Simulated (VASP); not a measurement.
**GaN: single point with r2SCAN**

The system is GaN.

```
CELL_PARAMETERS angstrom
3.16719 0.00000 0.00000
-1.58359 2.74286 0.00000
0.00000 0.00000 5.19521
ATOMIC_POSITIONS crystal
Ga 0.33333 0.66667 0.99972
Ga 0.66667 0.33333 0.49972
N 0.33333 0.66667 0.37528
N 0.66667 0.33333 0.87528
```

This cell differs from its parent crystal: in-plane strain -0.005, then relaxed in part.

```json
{"Program": "VASP 6.6.1", "Task": "single point", "Functional": "r2SCAN", "Potentials or basis": "VASP PAW PBE potentials, release 64 (Ga_d, N)", "Cutoff": "520 eV", "k mesh": "8 × 8 × 4", "Occupations": "gaussian, width 0.01 eV", "Spin": "no spin polarisation"}
```

```json
{
  "Pressure": "2.7 GPa",
  "Largest force": "0.011 eV/Å",
  "Band gap on the k mesh": "2.37 eV, direct"
}
```

Forces in eV/Å, atoms in the order of the input:
```
Ga   0.000  0.000  0.011
Ga   0.000  0.000  0.011
N    0.000  0.000 -0.011
N    0.000  0.000 -0.011
```

Stress tensor (GPa, compression positive):
```
3.46 0.00 0.00
0.00 3.46 0.00
0.00 0.00 1.07
```

Levels at points of the mesh, in eV from the valence-band top:
```tsv
k point	band 15	band 16	band 17	band 18	band 19	band 20	band 21	band 22
(0.00, 0.00, 0.00)	-1.06	-0.08	0.00	0.00	2.37	4.93	9.94	10.69
(0.50, 0.00, 0.00)	-4.36	-2.84	-2.29	-1.05	5.64	6.15	6.50	9.38
(0.00, 0.00, 0.50)	-0.54	-0.54	-0.54	-0.54	4.83	4.83	9.18	9.18
(0.50, 0.00, 0.50)	-2.02	-2.02	-2.02	-2.02	4.88	4.88	8.45	8.45
```

It took 2.8 min on 1 thread of Intel(R) Xeon(R) Platinum 8175M CPU @ 2.50GHz (Skylake/Cascade Lake), with other jobs on the host, peak memory 0.18 GiB.

Caveat: the cell differs from its parent crystal (in-plane strain -0.005, then relaxed in part); the PAW data sets were made with another functional, which shifts forces and pressure a little.
